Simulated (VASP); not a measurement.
A run of VASP 6.6.1 is set up as follows.

The input POSCAR:

```
C
1.0
    2.5174486404      0.0000000000      0.0000000000
    0.0000000000      3.5602100098      0.0000000000
    0.0000000000      0.0000000000     18.5174000000
C
6
Direct
    0.7500000000      0.1250000000      0.4320247810
    0.2500000000      0.8750000000      0.4320247810
    0.2500000000      0.6250000000      0.5000000000
    0.7500000000      0.3750000000      0.5000000000
    0.7500000000      0.1250000000      0.5679752190
    0.2500000000      0.8750000000      0.5679752190
```

File INCAR.step1:

```
PREC = Accurate
ENCUT = 520
ISMEAR = -1
SIGMA = 0.02
LREAL = F
LASPH = T
NELM = 60
LDIPOL = T
IDIPOL = 3
DIPOL = 0.5 0.5 0.500
NBANDS = 21
GGA = PE
ALGO = Normal
EDIFF = 1E-4
LWAVE = T
LCHARG = F
```

File INCAR.step2:

```
PREC = Accurate
ENCUT = 520
EDIFF = 1E-7
ISMEAR = -1
SIGMA = 0.02
LREAL = F
LASPH = T
NELM = 60
ALGO = Normal
ISIF = 2
LWAVE = F
LCHARG = F
LDIPOL = T
IDIPOL = 3
DIPOL = 0.5 0.5 0.500
METAGGA = R2SCAN
LMIXTAU = T
NBANDS = 21
ISTART = 1
```

Contents of KPOINTS:

```
Automatic mesh
0
Gamma
  10 7 1
```

Potentials or basis: VASP PAW PBE potentials, release 64 (C).

Launch:

```bash
$ cat potpaw_PBE.64/C/POTCAR > POTCAR
$ cp INCAR.step1 INCAR
$ mpirun -np 1 vasp_std > vasp.out
$ cp INCAR.step2 INCAR
$ mpirun -np 1 vasp_std > vasp.out
```

(1) Predict the largest force.

(2) Estimate the band gap on the k mesh.

## Answers

(1) 4.799 eV/Å.

(2) zero (band 12 reaches -2.70 eV, above the bottom of band 13 at -3.16 eV).

Caveat: the PAW data sets were made with another functional, which shifts forces and pressure a little.
